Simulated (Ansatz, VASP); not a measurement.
**One calculation of CsPbCl3, two programs**

The input INCAR:

```
SYSTEM = CsPbCl3
  PREC = Accurate
  ENCUT = 520
  EDIFF = 1E-7
  ISMEAR = -1
  SIGMA = 0.05
  LREAL = .FALSE.
  LASPH = .TRUE.
  NELM = 60
  ALGO = Normal
  ISIF = 2
  LWAVE = .FALSE.
  LCHARG = .FALSE.
  GGA = PE
  NBANDS = 30
```

Contents of KPOINTS:

```
regular mesh
0
G
  5 5 5
  0 0 0
```

Contents of POSCAR:

```
CsPbCl3
1.0
    5.6050000000      0.0000000000      0.0000000000
    0.0000000000      5.6050000000      0.0000000000
    0.0000000000      0.0000000000      5.6050000000
Pb Cs Cl
1 1 3
Direct
    0.5000000000      0.5000000000      0.5000000000
    0.0000000000      0.0000000000      0.0000000000
    0.5000000000      0.0000000000      0.5000000000
    0.0000000000      0.5000000000      0.5000000000
    0.5000000000      0.5000000000      0.0000000000
```

The input input.yaml:

```yaml
crystal:
  lattice:
    - [5.605, 0.0, 0.0]
    - [0.0, 5.605, 0.0]
    - [0.0, 0.0, 5.605]
  atoms:
    - { symbol: Pb, position: [0.5, 0.5, 0.5] }
    - { symbol: Cs, position: [0.0, 0.0, 0.0] }
    - { symbol: Cl, position: [0.5, 0.0, 0.5] }
    - { symbol: Cl, position: [0.0, 0.5, 0.5] }
    - { symbol: Cl, position: [0.5, 0.5, 0.0] }
hamiltonian:
  xc: pbe
  pseudopotentials: { kind: paw }
kpoints:
  mp_grid: { grid: [5, 5, 5] }
  band_path:
    path:
      - [[0.0, 0.0, 0.0], [0.0, 0.5, 0.0], [0.5, 0.5, 0.0], [0.0, 0.0, 0.0], [0.5, 0.5, 0.5], [0.0, 0.5, 0.0]]
      - [[0.5, 0.5, 0.0], [0.5, 0.5, 0.5]]
    npoints: 14
scf:
  occupations: { method: fermi_dirac, width: 0.05 }
  n_extra_bands: 12
output:
  forces: true
  stress: true
  eigenvalues: true
  fatbands: false
  write_density: true
  write_potential: true
  elf: true
  volumetric_format: npy
```

Alike in both runs: functional PBE; k mesh 5 × 5 × 5; occupations fermi-dirac, width 0.05 eV; no spin polarisation.

```csv
,VASP,Ansatz
version,VASP 6.6.1,Ansatz 0.2.0
potentials or method,"VASP PAW PBE potentials, release 64 (Pb_d, Cs_sv, Cl)",Ansatz PAW
plane-wave cutoff (eV),520,420
valence electrons in the cell,44,44
task,single point,band structure
```

|  | VASP | Ansatz | Ansatz less VASP |
| --- | --- | --- | --- |
| gap on the k mesh at the Fermi level (eV) | 2.96 | 2.95 | -0.009 |
| pressure (GPa) | 1.7 | 1.7 | +0.05 |

Neither program's run includes spin-orbit coupling.
